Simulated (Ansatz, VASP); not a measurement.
**In3B2: VASP beside Ansatz**

The input INCAR:

```
PREC = Accurate ; ENCUT = 520
EDIFF = 1E-6 ; ISMEAR = 0
SIGMA = 0.1 ; LREAL = F
LASPH = T ; NELM = 80
ALGO = Normal ; ISIF = 2
LWAVE = F ; LCHARG = T
GGA = PE ; LELF = T
LVHAR = T ; NBANDS = 30
```

KPOINTS

```
regular mesh
0
Gamma
  6 6 6
```

POSCAR

```
In3B2
1.0
    1.9245010300      1.1111111900      7.8567425500
   -1.9245010300      1.1111111900      7.8567425500
    0.0000000000     -2.2222223700      7.8567425500
In B
3 2
Direct
    0.6000000000      0.6000000000      0.6000000000
    0.0000000000      0.0000000000      0.0000000000
    0.4000000000      0.4000000000      0.4000000000
    0.8000000000      0.8000000000      0.8000000000
    0.2000000000      0.2000000000      0.2000000000
```

Input for Ansatz:

```yaml
crystal:
  lattice:
    - [1.92450103, 1.11111119, 7.85674255]
    - [-1.92450103, 1.11111119, 7.85674255]
    - [0.0, -2.22222237, 7.85674255]
  atoms:
    - { symbol: In, position: [0.6, 0.6, 0.6] }
    - { symbol: In, position: [0.0, 0.0, 0.0] }
    - { symbol: In, position: [0.4, 0.4, 0.4] }
    - { symbol: B, position: [0.8, 0.8, 0.8] }
    - { symbol: B, position: [0.2, 0.2, 0.2] }
basis:
  ecutwfc: 420
kpoints:
  mp_grid: { grid: [6, 6, 6] }
hamiltonian:
  xc: pbe
scf:
  occupations: { method: gaussian, width: 0.1 }
  lower_state_search: "off"
output:
  forces: true
  stress: true
  eigenvalues: true
```

Alike in both runs: task single point; functional PBE; k mesh 6 × 6 × 6; occupations gaussian, width 0.1 eV; no spin polarisation.

|  | VASP | Ansatz |
| --- | --- | --- |
| version | VASP 6.6.1 | Ansatz 0.2.0 |
| potentials or method | VASP PAW PBE potentials, release 64 (In_d, B), cutoff 520 eV | scalar-relativistic, plane waves, PAW |
| valence electrons in the cell | 45 | 45 |

```tsv
	VASP	Ansatz	Ansatz less VASP
gap on the k mesh at the Fermi level (eV)	none	none	-
pressure (GPa)	3.0	3.0	+0.01
traceless stress, the component that is largest in VASP (GPa)	-2.33	-2.32	+0.009
rms of the force components (eV/Å)	1.301	1.299	-0.0022
```

Atom by atom the forces differ by 0.002 eV/Å (rms over components). A gap of «none» marks a metal or a gap that the smearing closes. The functional is the same, so the differences come from potentials, cutoffs and numerics.
